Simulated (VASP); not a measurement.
Input of a VASP 6.6.1 run:

File INCAR:

```
SYSTEM = Be2C
ALGO = Normal
EDIFF = 1E-7
EDIFFG = -0.01
ENCUT = 600
GGA = PE
GGA_COMPAT = .FALSE.
IBRION = 2
ISIF = 3
ISMEAR = 0
IVDW = 13
LASPH = .TRUE.
LCHARG = .FALSE.
LREAL = .FALSE.
LWAVE = .FALSE.
NELM = 120
NELMIN = 4
NSW = 80
PREC = Accurate
SIGMA = 0.01
```

File KPOINTS:

```
k-points
0
G
  6 6 6
  0 0 0
```

POSCAR

```
Be2C
1.0
    0.0000000000      2.1650000000      2.1650000000
    2.1650000000      0.0000000000      2.1650000000
    2.1650000000      2.1650000000      0.0000000000
Be C
2 1
Direct
    0.2500000000      0.2500000000      0.2500000000
    0.7500000000      0.7500000000      0.7500000000
    0.0000000000      0.0000000000      0.0000000000
```

Potentials or basis: VASP PAW PBE potentials, release 64 (Be, C).

Launch:

```bash
$ cat potpaw_PBE.64/Be/POTCAR potpaw_PBE.64/C/POTCAR > POTCAR
$ mpirun -np 1 vasp_std > vasp.out
```

(1) Predict the relaxed cell.

(2) What does it give for the dispersion energy per atom?

## Answers

(1) a = 3.043 Å, b = 3.043 Å, c = 3.043 Å, α = 60.00°, β = 60.00°, γ = 60.00°.

(2) -0.165 eV.
